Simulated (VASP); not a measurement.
# SnO2: single point with PBEsol+D4

SnO2:

```
Sn O
1.0
     4.73800    0.00000    0.00000
     0.00000    4.73800    0.00000
     0.00000    0.00000    3.18650
Sn O
2 4
Cartesian
  0.0000 0.0000 0.0000
  2.3690 2.3690 1.5933
  1.4550 1.4550 0.0000
  0.9140 3.8240 1.5933
  3.2830 3.2830 0.0000
  3.8240 0.9140 1.5933
```

| Item | Value |
| --- | --- |
| Program | VASP 6.6.1 |
| Task | single point |
| Functional | PBEsol |
| Dispersion | D4 |
| Potentials or basis | VASP PAW PBE potentials, release 64 (Sn_d, O) |
| Cutoff | 520 eV |
| k mesh | 6 × 6 × 8 |
| Occupations | gaussian, width 0.01 eV |
| Spin | no spin polarisation |
| Dipole correction | no |
| Further INCAR settings | ALGO = Normal; EDIFF = 1e-06; NBANDS = 35 |

```yaml
Pressure: 3.4 GPa
Largest_force: 0.226 eV/Å
Band_gap_on_the_k_mesh: 1.18 eV
Dispersion_energy_per_atom: -0.154 eV
```

Forces on the atoms (eV/Å):
```
Sn   0.000  0.000  0.000
Sn   0.000  0.000  0.000
O   -0.160 -0.160  0.000
O    0.160 -0.160  0.000
O    0.160  0.160  0.000
O   -0.160  0.160  0.000
```

Stress tensor (GPa, compression positive):
```
2.62 0.00 0.00
0.00 2.62 0.00
0.00 0.00 4.85
```

Levels at points of the mesh, in eV from the valence-band top:
```
           k point  band 22  band 23  band 24  band 25  band 26  band 27  band 28  band 29  band 30  band 31
(0.00, 0.00, 0.00)    -1.25    -1.25    -0.80    -0.80     0.00     1.18     6.03     6.17     6.17    10.25
(0.50, 0.00, 0.00)    -1.99    -1.21    -1.21    -0.65    -0.65     4.36     4.36     6.92     6.92    10.83
(0.50, 0.50, 0.00)    -2.00    -1.33    -1.33    -0.91    -0.91     4.75     4.75     7.38     7.38    10.86
(0.00, 0.00, 0.50)    -2.64    -1.69    -1.69    -1.28    -1.28     6.15     6.15     9.59     9.59    10.54
(0.50, 0.00, 0.50)    -1.76    -1.12    -1.12    -0.71    -0.71     6.43     6.43     7.90     7.90    10.91
(0.50, 0.50, 0.50)    -2.47    -0.99    -0.99    -0.85    -0.85     4.81     4.81     8.69     8.69    10.90
```

Wall time 58 s on 1 thread of Intel(R) Xeon(R) Platinum 8488C (Sapphire Rapids), with other jobs on the host, peak memory 0.23 GiB.

Caveat: the cell stands under pressure; the PAW data sets were made with another functional, which shifts forces and pressure a little; spin-orbit coupling is left out, which moves the levels of the heavy elements. PBEsol gaps usually lie below the measured ones, often by a third to a half.
